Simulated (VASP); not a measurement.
# BiB (F-43m) in VASP: settings compared

The runs below take BiB through single point, with HSE06, PBEsol, LDA, r2SCAN.

Everything below comes from runs of VASP 6.6.1. Logs are shortened: lines on timing, memory, paths and dates and some standing lists are left out, and cuts for length are marked.

### Step 1. The cell of the first run

It takes space group F-43m (No. 216, cubic). Conventional cell: a = 5.490 Å, b = 5.490 Å, c = 5.490 Å, α = 90.00°, β = 90.00°, γ = 90.00°. B (site symmetry -43m) has 4 Bi at 2.38 Å within 3.1 Å. Bi (site symmetry -43m) has 4 B at 2.38 Å within 3.1 Å.

### Step 2. Single point, HSE06, non-collinear spin, zero start, spin-orbit coupling

Contents of POSCAR:

```
BiB
1.0
    0.0000000000      2.7448736709      2.7448736709
    2.7448736709      0.0000000000      2.7448736709
    2.7448736709      2.7448736709      0.0000000000
B Bi
1 1
Direct
    0.0000000000      0.0000000000      0.0000000000
    0.2500000000      0.2500000000      0.2500000000
```

Contents of INCAR.step1:

```
PREC     = Accurate       # precision mode
ENCUT    = 520            # plane-wave cutoff, eV
EDIFF    = 1E-5           # SCF threshold, eV
ISMEAR   = -1             # smearing method
SIGMA    = 0.02           # smearing width, eV
LREAL    = False          # projectors in reciprocal space
LASPH    = True           # aspherical terms in the spheres
NELM     = 150            # most SCF steps
ALGO     = Normal         # electronic algorithm
ISIF     = 2              # what is computed and relaxed
LWAVE    = True           # write WAVECAR
MAGMOM   = 0 0 0 0 0 0    # initial moments
LORBIT   = 11             # projections on sites
LSORBIT  = True           # spin-orbit coupling
GGA_COMPAT= False        
LORBMOM  = True         
NBANDS   = 30             # bands
GGA      = PE             # functional
```

Contents of INCAR.step2:

```
PREC     = Accurate       # precision mode
ENCUT    = 520            # plane-wave cutoff, eV
EDIFF    = 1E-6           # SCF threshold, eV
ISMEAR   = -1             # smearing method
SIGMA    = 0.02           # smearing width, eV
LREAL    = False          # projectors in reciprocal space
LASPH    = True           # aspherical terms in the spheres
NELM     = 150            # most SCF steps
ALGO     = Normal         # electronic algorithm
ISIF     = 2              # what is computed and relaxed
LWAVE    = False          # write WAVECAR
LCHARG   = True           # write CHGCAR
MAGMOM   = 0 0 0 0 0 0    # initial moments
LORBIT   = 11             # projections on sites
LSORBIT  = True           # spin-orbit coupling
GGA_COMPAT= False        
LORBMOM  = True         
GGA      = PE             # functional
LHFCALC  = True           # exact exchange
HFSCREEN = 0.2079         # screening, 1/A
PRECFOCK = Normal       
LVHAR    = True         
NBANDS   = 30             # bands
ISTART   = 1
```

Contents of KPOINTS:

```
regular mesh
0
Gamma
  4 4 4
```

Potentials or basis: VASP PAW PBE potentials, release 64 (B, Bi_d).

Command:

```console
$ cat potpaw_PBE.64/B/POTCAR potpaw_PBE.64/Bi_d/POTCAR > POTCAR
$ cp INCAR.step1 INCAR
$ mpirun -np 1 vasp_ncl > vasp.out
$ cp INCAR.step2 INCAR
$ mpirun -np 1 vasp_ncl > vasp.out
```

OUTCAR:

```text
PREC = Accurate
   ENCUT = 520
   EDIFF = 1E-6
   ISMEAR = -1
   LREAL = False
   LASPH = True
   NELM = 150
   ISIF = 2
   LORBIT = 11
   LSORBIT = True
   GGA = PE
   LHFCALC = True
   HFSCREEN = 0.2079
   PRECFOCK = Normal
   ISTART = 1

 ion  position               nearest neighbor table
   1  0.000  0.000  0.000-   2 2.38   2 2.38   2 2.38   2 2.38
   2  0.250  0.250  0.250-   1 2.38   1 2.38   1 2.38   1 2.38

  LATTYP: Found a face centered cubic cell.
 ALAT       =     5.4897473418

  Lattice vectors:

 A1 = (   0.0000000000,   2.7448736709,   2.7448736709)
 A2 = (   2.7448736709,   0.0000000000,   2.7448736709)
 A3 = (   2.7448736709,   2.7448736709,   0.0000000000)

Analysis of symmetry for initial positions (statically):
=====================================================================
 Subroutine PRICEL returns:
 Original cell was already a primitive cell.

 Routine SETGRP: Setting up the symmetry group for a
 face centered cubic supercell.

 Subroutine GETGRP returns: Found 24 space group operations
 (whereof 24 operations were pure point group operations)
 out of a pool of 48 trial point group operations.

The static configuration has the point symmetry T_d .

Analysis of symmetry for dynamics (positions and initial velocities):
=====================================================================
 Subroutine PRICEL returns:
 Original cell was already a primitive cell.

 Routine SETGRP: Setting up the symmetry group for a
 face centered cubic supercell.

 Subroutine GETGRP returns: Found 24 space group operations
 (whereof 24 operations were pure point group operations)
 out of a pool of 48 trial point group operations.

The dynamic configuration has the point symmetry T_d .

Analysis of structural, dynamic, and magnetic symmetry:
=====================================================================
 Subroutine PRICEL returns:
 Original cell was already a primitive cell.

 Routine SETGRP: Setting up the symmetry group for a
 face centered cubic supercell.

 Subroutine GETGRP returns: Found 24 space group operations
 (whereof 24 operations were pure point group operations)
 out of a pool of 48 trial point group operations.

The overall configuration has the point symmetry T_d .

 Subroutine INISYM returns: Found 24 space group operations
 (whereof 24 operations are pure point group operations),
 and found     1 'primitive' translations

----------------------------------------------------------------------------------------

                                     Primitive cell

  volume of cell :      41.3616

  direct lattice vectors                    reciprocal lattice vectors
     0.000000000  2.744873671  2.744873671    -0.182157746  0.182157746  0.182157746
     2.744873671  0.000000000  2.744873671     0.182157746 -0.182157746  0.182157746
     2.744873671  2.744873671  0.000000000     0.182157746  0.182157746 -0.182157746

  length of vectors
     3.881837572  3.881837572  3.881837572     0.315506470  0.315506470  0.315506470

  position of ions in fractional coordinates (direct lattice)
     0.000000000  0.000000000  0.000000000
     0.250000000  0.250000000  0.250000000

  ion indices of the primitive-cell ions
   primitive index   ion index
                 1           1
                 2           2

----------------------------------------------------------------------------------------

 KPOINTS: regular mesh

Automatic generation of k-mesh.
 Grid dimensions read from file:
 generate k-points for:    4    4    4

 Generating k-lattice:

  Cartesian coordinates                     Fractional coordinates (reciprocal lattice)
    -0.045539436  0.045539436  0.045539436     0.250000000  0.000000000  0.000000000
     0.045539436 -0.045539436  0.045539436     0.000000000  0.250000000  0.000000000
     0.045539436  0.045539436 -0.045539436     0.000000000  0.000000000  0.250000000
[... 71 lines left out ...]
   NKREDX  =     1    reduce k-point grid by
   NKREDY  =     1    reduce k-point grid by
   NKREDZ  =     1    reduce k-point grid by
   AEXX    =    0.2500 exact exchange contribution
   HFSCREEN=    0.2079 screening length (either q_TF or 0.3 A-1)
   HFSCREENC=   0.2079 screening length for correlation (either q_TF or 0.3 A-1)
   ENCUTFOCK=  -1.0 apply spherical cutoff to Coloumb kernel
   IVDW    =     0    specifies the selected vdW correction
   LEPSILON=     F    determine dielectric tensor
   LRPA    =     F    only Hartree local field effects (RPA)
  energy-cutoff  :      520.00
  volume of cell :       41.36
 maximum number of plane-waves:      2278
 NGX is ok and might be reduce to    30
  NGX = 24; NGY = 24; NGZ = 24

 number of electron      17.9999997 magnetization       0.0000000     -0.0000002     -0.0000002

 number of electron      17.9999997 magnetization      -0.0000001     -0.0000001     -0.0000000

 number of electron      17.9999997 magnetization      -0.0000000      0.0000001      0.0000001

 number of electron      17.9999997 magnetization       0.0000000      0.0000001      0.0000001

 Free energy of the ion-electron system (eV)
  ---------------------------------------------------
  ext. energy  EPLUGINS =         0.00000000
  ---------------------------------------------------
  free energy    TOTEN  =       -10.88898472 eV

  energy without entropy =      -10.88898472  energy(sigma->0) =      -10.88898472

 E-fermi :   7.4668     XC(G=0):  -8.2978

 val. band max:        7.1047208523   @ k =   0.0000   0.0000   0.0000
 cond. band min:       7.8273897512   @ k =   0.0000   0.0000   0.0000
 fundamental gap:      0.7226688989
 Fermi energy:         7.4668417526

 k-point     1 :       0.0000    0.0000    0.0000
  band No.  band energies     occupation
      1     -19.9061      1.00000
      2     -19.9061      1.00000
      3     -19.9061      1.00000
      4     -19.9061      1.00000
      5     -16.8656      1.00000
      6     -16.8656      1.00000
[... 319 lines left out ...]
     29      19.7817      0.00000
     30      19.7848      0.00000

------------------------ aborting loop because EDIFF is reached ----------------------------------------

  FORCE on cell =-STRESS in cart. coord.  units (eV):
  Direction    XX          YY          ZZ          XY          YZ          ZX
  --------------------------------------------------------------------------------------
  -------------------------------------------------------------------------------------
  Total       -0.4697935     -0.4697935     -0.4697935     -0.0000000      0.0000000     -0.0000000
  in kB      -18.1978693    -18.1978693    -18.1978693     -0.0000000      0.0000000     -0.0000000
  external PRESSURE =     -18.1978693 kB  Pullay stress =       0.0000000 kB

 VOLUME and BASIS-vectors are now :
 -----------------------------------------------------------------------------
  energy-cutoff  :      520.00
  volume of cell :       41.36
      direct lattice vectors                 reciprocal lattice vectors
     0.000000000  2.744873671  2.744873671    -0.182157746  0.182157746  0.182157746
     2.744873671  0.000000000  2.744873671     0.182157746 -0.182157746  0.182157746
     2.744873671  2.744873671  0.000000000     0.182157746  0.182157746 -0.182157746

 POSITION                                       TOTAL-FORCE (eV/Angst)
 -----------------------------------------------------------------------------------
      0.00000      0.00000      0.00000        -0.000000     -0.000000     -0.000000
      1.37244      1.37244      1.37244         0.000000      0.000000      0.000000
 -----------------------------------------------------------------------------------
    total drift:                                0.000002      0.000006     -0.000002

  FREE ENERGIE OF THE ION-ELECTRON SYSTEM (eV)
  ---------------------------------------------------
  free  energy   TOTEN  =       -10.8889847245 eV

  energy  without entropy=      -10.8889847238  energy(sigma->0) =      -10.88898472

 orbital moment (x)

 # of ion     p       d       tot
 ----------------------------------------
  1        -0.000   0.000  -0.000
  2        -0.000   0.000  -0.000
 ----------------------------------------
           -0.000   0.000  -0.000

 orbital moment (y)

 # of ion     p       d       tot
 ----------------------------------------
  1         0.000   0.000   0.000
  2        -0.000  -0.000  -0.000
 ----------------------------------------
           -0.000  -0.000  -0.000

 orbital moment (z)

 # of ion     p       d       tot
 ----------------------------------------
  1         0.000   0.000   0.000
  2        -0.000  -0.000  -0.000
 ----------------------------------------
           -0.000  -0.000  -0.000

 Spin-Orbit-Coupling matrix elements

 Ion:    1  E_soc:      0.0000284
 l=   1
     0.0000000     0.0000047     0.0000047
     0.0000047     0.0000000     0.0000047
     0.0000047     0.0000047     0.0000000
 l=   2
     0.0000000     0.0000000     0.0000000     0.0000000     0.0000000
     0.0000000     0.0000000     0.0000000     0.0000000     0.0000000
     0.0000000     0.0000000     0.0000000     0.0000000     0.0000000
     0.0000000     0.0000000     0.0000000     0.0000000     0.0000000
     0.0000000     0.0000000     0.0000000     0.0000000     0.0000000
 l=   3
     0.0000000     0.0000000     0.0000000     0.0000000     0.0000000     0.0000000     0.0000000
     0.0000000     0.0000000     0.0000000     0.0000000     0.0000000     0.0000000     0.0000000
     0.0000000     0.0000000     0.0000000     0.0000000     0.0000000     0.0000000     0.0000000
     0.0000000     0.0000000     0.0000000     0.0000000     0.0000000     0.0000000     0.0000000
     0.0000000     0.0000000     0.0000000     0.0000000     0.0000000     0.0000000     0.0000000
     0.0000000     0.0000000     0.0000000     0.0000000     0.0000000     0.0000000     0.0000000
     0.0000000     0.0000000     0.0000000     0.0000000     0.0000000     0.0000000     0.0000000

 Ion:    2  E_soc:     -1.3605289
 l=   1
     0.0000000    -0.1612550    -0.1612550
    -0.1612550     0.0000000    -0.1612551
    -0.1612550    -0.1612551     0.0000000
 l=   2
     0.0000000    -0.0140990     0.0000000    -0.0140990    -0.0514009
    -0.0140990     0.0000000    -0.0385506    -0.0140989    -0.0128502
     0.0000000    -0.0385506     0.0000000    -0.0385505     0.0000000
    -0.0140990    -0.0140989    -0.0385505     0.0000000    -0.0128502
    -0.0514009    -0.0128502     0.0000000    -0.0128502     0.0000000
 l=   3
     0.0000000     0.0000000     0.0000000     0.0000000     0.0000000     0.0000000     0.0000000
     0.0000000     0.0000000     0.0000000     0.0000000     0.0000000     0.0000000     0.0000000
     0.0000000     0.0000000     0.0000000     0.0000000     0.0000000     0.0000000     0.0000000
     0.0000000     0.0000000     0.0000000     0.0000000     0.0000000     0.0000000     0.0000000
     0.0000000     0.0000000     0.0000000     0.0000000     0.0000000     0.0000000     0.0000000
     0.0000000     0.0000000     0.0000000     0.0000000     0.0000000     0.0000000     0.0000000
     0.0000000     0.0000000     0.0000000     0.0000000     0.0000000     0.0000000     0.0000000

 total charge

# of ion       s       p       d       tot
------------------------------------------
    1        0.650   1.008   0.000   1.658
    2        1.426   1.685   9.965  13.076
--------------------------------------------------
tot          2.076   2.693   9.965  14.734

 magnetization (x)

# of ion       s       p       d       tot
------------------------------------------
    1       -0.000  -0.000   0.000  -0.000
    2        0.000   0.000  -0.000  -0.000
--------------------------------------------------
tot         -0.000  -0.000  -0.000  -0.000

 magnetization (y)

# of ion       s       p       d       tot
------------------------------------------
    1        0.000   0.000   0.000   0.000
    2        0.000   0.000  -0.000  -0.000
--------------------------------------------------
tot          0.000   0.000  -0.000  -0.000

 magnetization (z)

# of ion       s       p       d       tot
------------------------------------------
    1       -0.000   0.000   0.000   0.000
    2        0.000  -0.000  -0.000  -0.000
--------------------------------------------------
tot         -0.000   0.000  -0.000   0.000
```

It took 41 min on 1 thread of Intel Xeon Platinum 8375C at 2.90GHz (Ice Lake), shared host; peak memory 0.41 GiB.

Results:

```
Free energy                                           : -10.8890 eV
Pressure                                              : -1.8 GPa
Net moment                                            : 0.00 μB per cell
Valence electrons inside the program's atomic spheres : B 1.66; Bi 13.08
```

Moments on the atoms (μB; x, y, z):
```
B   0.00 0.00 0.00
Bi  0.00 0.00 0.00
```

Caveat: the k points lie up to 0.50 Å⁻¹ apart; the PAW data sets were made with another functional, which shifts forces and pressure a little.

### Step 3. Single point, PBEsol

This run uses another cell than the first one, of 20.29 Å³/atom.

Contents of INCAR:

```
SYSTEM = BiB
PREC     = Accurate       ! precision mode
ENCUT    = 520            ! plane-wave cutoff, eV
EDIFF    = 1E-6           ! SCF threshold, eV
ISMEAR   = -1             ! smearing method
SIGMA    = 0.02           ! smearing width, eV
LREAL    = .False.        ! projectors in reciprocal space
LASPH    = .True.         ! aspherical terms in the spheres
NELM     = 60             ! most SCF steps
ALGO     = Normal         ! electronic algorithm
ISIF     = 2              ! what is computed and relaxed
LWAVE    = .False.        ! write WAVECAR
LCHARG   = .False.        ! write CHGCAR
GGA      = PS             ! functional
NBANDS   = 16             ! bands
```

Contents of KPOINTS:

```
Automatic mesh
0
Gamma
  8 8 8
  0 0 0
```

Contents of POSCAR:

```
BiB
1.0
    0.0000000000      2.7273304835      2.7273304835
    2.7273304835      0.0000000000      2.7273304835
    2.7273304835      2.7273304835      0.0000000000
B Bi
1 1
Direct
    0.0000000000      0.0000000000      0.0000000000
    0.2500000000      0.2500000000      0.2500000000
```

Potentials or basis: VASP PAW PBE potentials, release 64 (B, Bi_d).

Command:

```console
$ cat potpaw_PBE.64/B/POTCAR potpaw_PBE.64/Bi_d/POTCAR > POTCAR
$ mpirun -np 1 vasp_std > vasp.out
```

Run time: 33 s. Hardware: 1 thread of Intel Xeon 8259CL, shared host; peak memory 0.17 GiB.

Results (log left out):

```
Free energy            : -9.7606 eV
Pressure               : -0.1 GPa
Band gap on the k mesh : 0.45 eV
```

Levels at points of the mesh, in eV from the valence-band top:
```tsv
k point	band 7	band 8	band 9	band 10	band 11	band 12
(0.00, 0.00, 0.00)	0.00	0.00	0.00	0.45	2.79	2.79
(0.50, 0.00, 0.00)	-7.83	-1.65	-1.65	0.46	4.16	4.16
(0.50, 0.50, 0.00)	-7.91	-3.57	-3.57	0.80	0.87	8.36
```

Caveat: the PAW data sets were made with another functional, which shifts forces and pressure a little; spin-orbit coupling is left out, which moves the levels of the heavy elements. A k mesh can miss the band edges.

### Step 4. Single point, LDA

This run uses another cell than the first one, of 19.80 Å³/atom.

Contents of INCAR:

```
PREC = Accurate
ENCUT = 520
EDIFF = 1E-6
ISMEAR = -1
SIGMA = 0.02
LREAL = F
LASPH = T
NELM = 100
ALGO = Normal
ISIF = 2
LWAVE = F
LCHARG = T
GGA = CA
LELF = T
LVHAR = T
NBANDS = 16
```

Contents of KPOINTS:

```
Automatic mesh
0
Gamma
  8 8 8
```

Contents of POSCAR:

```
BiB
1.0
    0.0000000000      2.7052361793      2.7052361793
    2.7052361793      0.0000000000      2.7052361793
    2.7052361793      2.7052361793      0.0000000000
B Bi
1 1
Direct
    0.0000000000      0.0000000000      0.0000000000
    0.2500000000      0.2500000000      0.2500000000
```

Potentials or basis: VASP PAW LDA potentials, release 64 (B, Bi_d).

Command:

```console
$ cat potpaw_LDA.64/B/POTCAR potpaw_LDA.64/Bi_d/POTCAR > POTCAR
$ mpirun -np 1 vasp_std > vasp.out
```

OUTCAR:

```text
PREC = Accurate
   ENCUT = 520
   EDIFF = 1E-6
   ISMEAR = -1
   LREAL = F
   LASPH = T
   NELM = 100
   ISIF = 2
   GGA = CA

 ion  position               nearest neighbor table
   1  0.000  0.000  0.000-   2 2.34   2 2.34   2 2.34   2 2.34
   2  0.250  0.250  0.250-   1 2.34   1 2.34   1 2.34   1 2.34

  LATTYP: Found a face centered cubic cell.
 ALAT       =     5.4104723586

  Lattice vectors:

[... 638 lines left out ...]
     16      19.1434      0.00000

 [... further k-points ...]

------------------------ aborting loop because EDIFF is reached ----------------------------------------

  FORCE on cell =-STRESS in cart. coord.  units (eV):
  Direction    XX          YY          ZZ          XY          YZ          ZX
  --------------------------------------------------------------------------------------
  -------------------------------------------------------------------------------------
  Total        0.0108446      0.0108446      0.0108446     -0.0000000      0.0000000      0.0000000
  in kB        0.4388136      0.4388136      0.4388136     -0.0000000      0.0000000      0.0000000
  external PRESSURE =       0.4388136 kB  Pullay stress =       0.0000000 kB

 VOLUME and BASIS-vectors are now :
 -----------------------------------------------------------------------------
  energy-cutoff  :      520.00
  volume of cell :       39.60
      direct lattice vectors                 reciprocal lattice vectors
     0.000000000  2.705236179  2.705236179    -0.184826746  0.184826746  0.184826746
     2.705236179  0.000000000  2.705236179     0.184826746 -0.184826746  0.184826746
     2.705236179  2.705236179  0.000000000     0.184826746  0.184826746 -0.184826746

 POSITION                                       TOTAL-FORCE (eV/Angst)
 -----------------------------------------------------------------------------------
      0.00000      0.00000      0.00000         0.000000     -0.000000     -0.000000
      1.35262      1.35262      1.35262        -0.000000      0.000000      0.000000
 -----------------------------------------------------------------------------------
    total drift:                                0.000000      0.000000      0.000000

  FREE ENERGIE OF THE ION-ELECTRON SYSTEM (eV)
  ---------------------------------------------------
  free  energy   TOTEN  =       -10.4278132027 eV

  energy  without entropy=      -10.4278131999  energy(sigma->0) =      -10.42781320
```

Run time: 27 s. Hardware: 1 thread of Intel Xeon 8259CL, shared host; peak memory 0.15 GiB.

Results:

```yaml
Free_energy: -10.4278 eV
Pressure: 0.0 GPa
Band_gap_on_the_k_mesh: 0.60 eV (least direct gap 0.70 eV)
```

Caveat: spin-orbit coupling is left out, which moves the levels of the heavy elements. A k mesh can miss the band edges.

(Part 1 of 2 ends here.)
